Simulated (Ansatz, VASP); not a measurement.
## Two plane-wave programs on BiTe

INCAR

```
PREC = Accurate
ENCUT = 520
EDIFF = 1E-6
ISMEAR = 0
SIGMA = 0.15
LREAL = False
LASPH = True
NELM = 80
ALGO = Fast
ISIF = 2
LWAVE = False
LCHARG = False
GGA = PS
NBANDS = 18
```

The input KPOINTS:

```
Automatic mesh
0
Gamma
  16 16 16
```

File POSCAR:

```
BiTe
1.0
   -0.0479573075      3.1971538327      3.1971538327
    3.1971538327     -0.0479573075      3.1971538327
    3.1491965252      3.1491965252      0.0000000000
Bi Te
1 1
Direct
    0.0000000000      0.0000000000      0.0000000000
    0.5000000000      0.5000000000      0.5000000000
```

Input for Ansatz:

```yaml
crystal:
  lattice:
    - [-0.0479573075, 3.1971538327, 3.1971538327]
    - [3.1971538327, -0.0479573075, 3.1971538327]
    - [3.1491965252, 3.1491965252, 0.0]
  atoms:
    - { symbol: Bi, position: [0.0, 0.0, 0.0] }
    - { symbol: Te, position: [0.5, 0.5, 0.5] }
basis:
  ecutwfc: 420
kpoints:
  mp_grid: { grid: [16, 16, 16] }
hamiltonian:
  xc: pbesol
scf:
  occupations: { method: gaussian, width: 0.15 }
output:
  forces: true
  stress: true
  eigenvalues: true
```

Change from the starting cell: strain -0.0300 x Voigt [0, 0, 0, 0, 0, 1], atoms carried along.

Alike in both runs: task single point; functional PBEsol; k mesh 16 × 16 × 16; occupations gaussian, width 0.15 eV; no spin polarisation.

|  | VASP | Ansatz |
| --- | --- | --- |
| version | VASP 6.6.1 | Ansatz 0.2.0 |
| potentials or method | VASP PAW PBE potentials, release 64 (Bi_d, Te), cutoff 520 eV | scalar-relativistic, plane waves, PAW |
| valence electrons in the cell | 21 | 31 |

|  | VASP | Ansatz | Ansatz less VASP |
| --- | --- | --- | --- |
| gap on the k mesh at the Fermi level (eV) | none | none | - |
| pressure (GPa) | 0.0 | 0.0 | +0.02 |

VASP's potentials were made for PBE, not for PBEsol. A gap of «none» marks a metal or a gap that the smearing closes. VASP's potentials hold 21 valence electrons a cell and Ansatz's 31, so a difference there can come from the potentials and not from the codes.

Spin-orbit coupling is off throughout.
